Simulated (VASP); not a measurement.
# LiSb3 (Pm-3m) in VASP: single point with PBE

Aim: the single point of LiSb3 with PBE.

Everything below comes from runs of VASP 6.6.1. Logs are shortened: lines on timing, memory, paths and dates and some standing lists are left out, and cuts for length are marked.

## Step 1: The cell of the first run

It takes space group Pm-3m (No. 221, cubic). Conventional cell: a = 4.681 Å, b = 4.681 Å, c = 4.681 Å, α = 90.00°, β = 90.00°, γ = 90.00°. Li (site symmetry m-3m) has 12 Sb at 3.31 Å within 4.4 Å. Sb (site symmetry 4/mmm) has 4 Li at 3.31 Å and 8 Sb at 3.31 Å within 4.4 Å.

## Step 2: Single point, PBE

Input file INCAR:

```
PREC     = Accurate       # precision mode
ENCUT    = 520            # plane-wave cutoff, eV
EDIFF    = 1E-6           # SCF threshold, eV
ISMEAR   = -1             # smearing method
SIGMA    = 0.1            # smearing width, eV
LREAL    = F              # projectors in reciprocal space
LASPH    = T              # aspherical terms in the spheres
NELM     = 100            # most SCF steps
ALGO     = Normal         # electronic algorithm
ISIF     = 2              # what is computed and relaxed
LWAVE    = F              # write WAVECAR
LCHARG   = F              # write CHGCAR
GGA      = PE             # functional
NBANDS   = 17             # bands
```

Input file KPOINTS:

```
Automatic mesh
0
Gamma
  4 4 4
```

Input file POSCAR:

```
LiSb3
1.0
    4.6810200000      0.0000000000      0.0000000000
    0.0000000000      4.6810200000      0.0000000000
    0.0000000000      0.0000000000      4.6810200000
Li Sb
1 3
Direct
    0.0000000000      0.0000000000      0.0000000000
    0.5000000000      0.0000000000      0.5000000000
    0.0000000000      0.5000000000      0.5000000000
    0.5000000000      0.5000000000      0.0000000000
```

Potentials or basis: VASP PAW PBE potentials, release 64 (Li_sv, Sb).

On the command line:

```bash
cat potpaw_PBE.64/Li_sv/POTCAR potpaw_PBE.64/Sb/POTCAR > POTCAR
mpirun -np 1 vasp_std > vasp.out
```

OUTCAR:

```text
PREC = Accurate
   ENCUT = 520
   EDIFF = 1E-6
   ISMEAR = -1
   LREAL = F
   LASPH = T
   NELM = 100
   ISIF = 2
   GGA = PE

 ion  position               nearest neighbor table
   1  0.000  0.000  0.000-
   2  0.500  0.000  0.500-   3 3.31   4 3.31   4 3.31   3 3.31   4 3.31   4 3.31   3 3.31   3 3.31

   3  0.000  0.500  0.500-   2 3.31   4 3.31   4 3.31   2 3.31   2 3.31   4 3.31   4 3.31   2 3.31

   4  0.500  0.500  0.000-   2 3.31   3 3.31   2 3.31   3 3.31   2 3.31   2 3.31   3 3.31   3 3.31

  LATTYP: Found a simple cubic cell.
 ALAT       =     4.6810200000

  Lattice vectors:

 A1 = (   4.6810200000,   0.0000000000,   0.0000000000)
 A2 = (   0.0000000000,   4.6810200000,   0.0000000000)
 A3 = (   0.0000000000,   0.0000000000,   4.6810200000)

Analysis of symmetry for initial positions (statically):
=====================================================================
 Subroutine PRICEL returns:
 Original cell was already a primitive cell.

 Routine SETGRP: Setting up the symmetry group for a
 simple cubic supercell.

 Subroutine GETGRP returns: Found 48 space group operations
[... 9 lines left out ...]

 Routine SETGRP: Setting up the symmetry group for a
 simple cubic supercell.

 Subroutine GETGRP returns: Found 48 space group operations
[... 11 lines left out ...]
                                     Primitive cell

  volume of cell :     102.5703

  direct lattice vectors                    reciprocal lattice vectors
     4.681020000  0.000000000  0.000000000     0.213628654  0.000000000  0.000000000
     0.000000000  4.681020000  0.000000000     0.000000000  0.213628654  0.000000000
     0.000000000  0.000000000  4.681020000     0.000000000  0.000000000  0.213628654

  length of vectors
     4.681020000  4.681020000  4.681020000     0.213628654  0.213628654  0.213628654

  position of ions in fractional coordinates (direct lattice)
     0.000000000  0.000000000  0.000000000
     0.500000000  0.000000000  0.500000000
     0.000000000  0.500000000  0.500000000
     0.500000000  0.500000000  0.000000000

  ion indices of the primitive-cell ions
   primitive index   ion index
                 1           1
                 2           2
                 3           3
                 4           4

----------------------------------------------------------------------------------------

 KPOINTS: Automatic mesh

Automatic generation of k-mesh.
 Grid dimensions read from file:
 generate k-points for:    4    4    4

 Generating k-lattice:

  Cartesian coordinates                     Fractional coordinates (reciprocal lattice)
     0.053407163  0.000000000  0.000000000     0.250000000  0.000000000  0.000000000
     0.000000000  0.053407163  0.000000000     0.000000000  0.250000000  0.000000000
     0.000000000  0.000000000  0.053407163     0.000000000  0.000000000  0.250000000

  Length of vectors
     0.053407163  0.053407163  0.053407163

  Shift w.r.t. Gamma in fractional coordinates (k-lattice)
     0.000000000  0.000000000  0.000000000

 Subroutine IBZKPT returns following result:
 ===========================================

 Found     10 irreducible k-points:

 Following reciprocal coordinates:
            Coordinates               Weight
  0.000000  0.000000  0.000000      1.000000
  0.250000  0.000000  0.000000      6.000000
  0.500000  0.000000  0.000000      3.000000
  0.250000  0.250000  0.000000     12.000000
  0.500000  0.250000  0.000000     12.000000
  0.500000  0.500000  0.000000      3.000000
  0.250000  0.250000  0.250000      8.000000
  0.500000  0.250000  0.250000     12.000000
  0.500000  0.500000  0.250000      6.000000
  0.500000  0.500000  0.500000      1.000000
   k-points           NKPTS =     10   k-points in BZ     NKDIM =     10   number of bands    NBANDS=     17
   number of dos      NEDOS =    301   number of ions     NIONS =      4
   total plane-waves  NPLWV =  46656
   dimension x,y,z NGX =    36 NGY =   36 NGZ =   36
   dimension x,y,z NGXF=    72 NGYF=   72 NGZF=   72
   ions per type =               1   3
   NGX,Y,Z   is equivalent  to a cutoff of  12.79, 12.79, 12.79 a.u.
   NGXF,Y,Z  is equivalent  to a cutoff of  25.57, 25.57, 25.57 a.u.
 SYSTEM =  unknown system
   PREC   = accura    normal or accurate (medium, high low for compatibility)
   ISTART =      0    job   : 0-new  1-cont  2-samecut
   ICHARG =      2    charge: 1-file 2-atom 10-const
   ISPIN  =      1    spin polarized calculation?
   LNONCOLLINEAR =      F non collinear calculations
   LSORBIT =      F    spin-orbit coupling
   LASPH  =      T    aspherical Exc in radial PAW
   ENCUT  =  520.0 eV  38.22 Ry    6.18 a.u.   8.70  8.70  8.70*2*pi/ulx,y,z
   NELM   =    100;   NELMIN=  2; NELMDL= -5     # of ELM steps
   EDIFF  = 0.1E-05   stopping-criterion for ELM
   LREAL  =      F    real-space projection
   EDIFFG = 0.1E-04   stopping-criterion for IOM
   NSW    =      0    number of steps for IOM
   IBRION =     -1    ionic relax: 0-MD 1-quasi-New 2-CG
   NFREE  =      0    steps in history (QN), initial steepest desc. (CG)
   ISIF   =      2    stress and relaxation
   ISYM   =      2    0-nonsym 1-usesym 2-fastsym
   POTIM  = 0.5000    time-step for ionic-motion
   TEBEG  =    0.0;   TEEND  =   0.0 temperature during run
   PSTRESS=    0.0 pullay stress
   NELECT =      18.0000    total number of electrons
   NUPDOWN=      -1.0000    fix difference up-down
   EMIN   =  10.00;   EMAX   =-10.00  energy-range for DOS
   EFERMI =   0.00;   METHOD = LEGACY
   ISMEAR =    -1;   SIGMA  =   0.10  broadening in eV -4-tet -1-fermi 0-gaus
   EFERMI_NEDOS =   21; number of points for ismear=-14 and -15
   IALGO  =     38    algorithm
   IMIX   =      4    mixing-type and parameters
     AMIX     =   0.40;   BMIX     =  1.00
     AMIX_MAG =   1.60;   BMIX_MAG =  1.00
  volume/ion in A,a.u.               =      25.64       173.04
  Fermi-wavevector in a.u.,A,eV,Ry     =   0.916555  1.732038 11.429887  0.840073
  Thomas-Fermi vector in A             =   2.041424
   LORBIT       =      0    0 simple, 1 ext, 2 COOP (PROOUT), +10 PAW based schemes
   GGA     = PE    functional components
   LHFCALC =     F    Hartree Fock is set to
   AEXX    =    0.0000 exact exchange contribution
   IVDW    =     0    specifies the selected vdW correction
   LEPSILON=     F    determine dielectric tensor
   LRPA    =     F    only Hartree local field effects (RPA)
 non-spin polarized calculation
  energy-cutoff  :      520.00
  volume of cell :      102.57
 maximum number of plane-waves:      2800
 NGX is ok and might be reduce to    36
   NGX = 17   NGY = 17   NGZ = 17

 number of electron      17.9999990 magnetization

 Free energy of the ion-electron system (eV)
  ---------------------------------------------------
  ext. energy  EPLUGINS =         0.00000000
  ---------------------------------------------------
  free energy    TOTEN  =       -14.47220248 eV

  energy without entropy =      -14.36980406  energy(sigma->0) =      -14.42100327

 E-fermi :   6.7707     XC(G=0):  -9.4948

 val. band max:        6.7039327940   @ k =   0.2500   0.0000   0.0000
 cond. band min:       6.8839099319   @ k =   0.5000   0.2500   0.2500
 fundamental gap:      0.1799771379
 Fermi energy:         6.7706879213

 k-point     1 :       0.0000    0.0000    0.0000
  band No.  band energies     occupation
      1     -40.5879      2.00000
      2      -5.3659      2.00000
      3      -0.3850      2.00000
      4      -0.3850      2.00000
      5       2.7043      2.00000
      6       2.7043      2.00000
[... 9 lines left out ...]
     16      12.1810      0.00000
     17      12.3560      0.00000

 k-point     2 :       0.2500    0.0000    0.0000
  band No.  band energies     occupation
      1     -40.5879      2.00000
      2      -5.0030      2.00000
      3      -1.7491      2.00000
      4      -0.2707      2.00000
      5       3.1099      2.00000
      6       3.1099      2.00000
[... 9 lines left out ...]
     16      12.6828      0.00000
     17      13.5711      0.00000

 k-point     3 :       0.5000    0.0000    0.0000
  band No.  band energies     occupation
      1     -40.5879      2.00000
      2      -4.3213      2.00000
      3      -3.0553      2.00000
      4      -0.1448      2.00000
      5       3.8447      2.00000
      6       3.8447      2.00000
[... 9 lines left out ...]
     16      12.5890      0.00000
     17      12.5890      0.00000

 k-point     4 :       0.2500    0.2500    0.0000
  band No.  band energies     occupation
      1     -40.5879      2.00000
      2      -4.6372      2.00000
      3      -1.8490      2.00000
      4      -1.1161      2.00000
      5       3.0591      2.00000
      6       3.5244      2.00000
[... 9 lines left out ...]
     16      12.2410      0.00000
     17      13.3744      0.00000

 k-point     5 :       0.5000    0.2500    0.0000
  band No.  band energies     occupation
      1     -40.5879      2.00000
      2      -3.9267      2.00000
      3      -2.8644      2.00000
      4      -1.1424      2.00000
      5       3.0456      2.00000
      6       3.9359      2.00000
[... 9 lines left out ...]
     16      12.1354      0.00000
     17      12.8988      0.00000

 k-point     6 :       0.5000    0.5000    0.0000
  band No.  band energies     occupation
      1     -40.5878      2.00000
      2      -2.9168      2.00000
      3      -2.6357      2.00000
      4      -2.6357      2.00000
      5       2.0115      2.00000
      6       4.4174      2.00000
[... 9 lines left out ...]
     16      13.4785      0.00000
     17      13.4785      0.00000

 k-point     7 :       0.2500    0.2500    0.2500
  band No.  band energies     occupation
      1     -40.5879      2.00000
      2      -4.2735      2.00000
      3      -1.6557      2.00000
      4      -1.6557      2.00000
      5       1.9506      2.00000
      6       4.0576      2.00000
[... 9 lines left out ...]
     16      13.3897      0.00000
     17      13.3897      0.00000

 k-point     8 :       0.5000    0.2500    0.2500
  band No.  band energies     occupation
      1     -40.5879      2.00000
      2      -3.5502      2.00000
      3      -2.6654      2.00000
      4      -1.4242      2.00000
      5       2.2037      2.00000
      6       3.1232      2.00000
[... 9 lines left out ...]
     16      13.1406      0.00000
     17      13.5240      0.00000

 k-point     9 :       0.5000    0.5000    0.2500
  band No.  band energies     occupation
      1     -40.5878      2.00000
      2      -2.6084      2.00000
      3      -2.4251      2.00000
      4      -2.4251      2.00000
      5       2.0867      2.00000
      6       2.1268      2.00000
[... 9 lines left out ...]
     16      13.9240      0.00000
     17      13.9240      0.00000

 k-point    10 :       0.5000    0.5000    0.5000
  band No.  band energies     occupation
      1     -40.5879      2.00000
      2      -2.1673      2.00000
      3      -2.1673      2.00000
      4      -2.1673      2.00000
      5       0.8015      2.00000
      6       2.2553      2.00000
[... 9 lines left out ...]
     16      14.9512      0.00000
     17      14.9512      0.00000

------------------------ aborting loop because EDIFF is reached ----------------------------------------

  FORCE on cell =-STRESS in cart. coord.  units (eV):
  Direction    XX          YY          ZZ          XY          YZ          ZX
  --------------------------------------------------------------------------------------
  -------------------------------------------------------------------------------------
  Total        0.0647265      0.0647265      0.0647265     -0.0000000     -0.0000000      0.0000000
  in kB        1.0110465      1.0110465      1.0110465     -0.0000000     -0.0000000      0.0000000
  external PRESSURE =       1.0110465 kB  Pullay stress =       0.0000000 kB

 VOLUME and BASIS-vectors are now :
 -----------------------------------------------------------------------------
  energy-cutoff  :      520.00
  volume of cell :      102.57
      direct lattice vectors                 reciprocal lattice vectors
     4.681020000  0.000000000  0.000000000     0.213628654  0.000000000  0.000000000
     0.000000000  4.681020000  0.000000000     0.000000000  0.213628654  0.000000000
     0.000000000  0.000000000  4.681020000     0.000000000  0.000000000  0.213628654

 POSITION                                       TOTAL-FORCE (eV/Angst)
 -----------------------------------------------------------------------------------
      0.00000      0.00000      0.00000         0.000000      0.000000      0.000000
      2.34051      0.00000      2.34051         0.000000      0.000000      0.000000
      0.00000      2.34051      2.34051         0.000000      0.000000      0.000000
      2.34051      2.34051      0.00000         0.000000      0.000000      0.000000
 -----------------------------------------------------------------------------------
    total drift:                               -0.000000      0.000000      0.000000

  FREE ENERGIE OF THE ION-ELECTRON SYSTEM (eV)
  ---------------------------------------------------
  free  energy   TOTEN  =       -14.4722024752 eV

  energy  without entropy=      -14.3698040574  energy(sigma->0) =      -14.42100327
```

Run time: 9.3 s. Hardware: 1 thread of Intel Xeon Platinum 8488C (Sapphire Rapids), shared host; peak memory 0.2 GiB.

What came out:

- Free energy: -14.4722 eV
- Band gap on the k mesh: zero (band 9 reaches 8.18 eV, above the bottom of band 10 at 5.91 eV)

Levels at points of the mesh, in eV from the Fermi level:
| k point | band 5 | band 6 | band 7 | band 8 | band 9 | band 10 | band 11 | band 12 | band 13 | band 14 |
| --- | --- | --- | --- | --- | --- | --- | --- | --- | --- | --- |
| (0.00, 0.00, 0.00) | -4.07 | -4.07 | -4.07 | 0.93 | 0.97 | 0.97 | 0.97 | 2.75 | 2.75 | 2.75 |
| (0.50, 0.00, 0.00) | -2.93 | -2.93 | -1.40 | -1.40 | -1.08 | -0.86 | -0.57 | 2.66 | 2.66 | 4.14 |
| (0.50, 0.50, 0.00) | -4.76 | -2.35 | -1.29 | -0.89 | -0.89 | -0.77 | -0.77 | 2.96 | 3.80 | 4.24 |
| (0.50, 0.50, 0.50) | -5.97 | -4.52 | -4.52 | -4.52 | 0.63 | 4.05 | 4.05 | 4.47 | 4.47 | 4.47 |

Caveat: the cutoff is under 1.25 times the usual one of these potentials, so pressure, stress and relaxed cells hold a basis-set (Pulay) error; spin-orbit coupling is left out, which moves the levels of the heavy elements.
